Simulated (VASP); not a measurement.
Write the native input for VASP 6.6.1 that does the following.

```yaml
Task: single point
Functional: LDA
Potentials_or_basis: VASP PAW LDA potentials, release 64 (Pb_d, S)
Cutoff: 500 eV
k_mesh: 12 × 12 × 12
Occupations: gaussian, width 0.03 eV
Spin: no spin polarisation
Dipole_correction: no
Further_INCAR_settings: ALGO = Normal; EDIFF = 1e-06; NBANDS = 17
```

The structure of PbS lies in POSCAR:

```
PbS
1.0
    0.0000000000      2.9580735044      2.9580735044
    2.9580735044      0.0000000000      2.9580735044
    2.9580735044      2.9580735044      0.0000000000
Pb S
1 1
Direct
    0.0000000000      0.0000000000      0.0000000000
    0.5000000000      0.5000000000      0.5000000000
```

The input as run:

INCAR

```
SYSTEM = PbS
PREC = Accurate
ENCUT = 500
EDIFF = 1E-6
ISMEAR = 0
SIGMA = 0.03
LREAL = .FALSE.
LASPH = .TRUE.
NELM = 120
ALGO = Normal
ISIF = 2
LWAVE = .FALSE.
LCHARG = .FALSE.
NBANDS = 17
GGA_COMPAT = .FALSE.
```

KPOINTS

```
Automatic mesh
0
G
  12 12 12
  0 0 0
```

Potentials or basis: VASP PAW LDA potentials, release 64 (Pb_d, S).

Launch:

```sh
$ cat potpaw_LDA.64/Pb_d/POTCAR potpaw_LDA.64/S/POTCAR > POTCAR
$ mpirun -np 1 vasp_std > vasp.out
```

It gave:

```json
{
  "Pressure": "-2.1 GPa",
  "Band gap on the k mesh": "0.18 eV"
}
```

Caveat: spin-orbit coupling is left out, which moves the levels of the heavy elements.

It took 30 s on 1 thread of Intel(R) Xeon(R) Platinum 8259CL CPU @ 2.50GHz (Skylake/Cascade Lake) (shared host), peak memory 0.19 GiB.
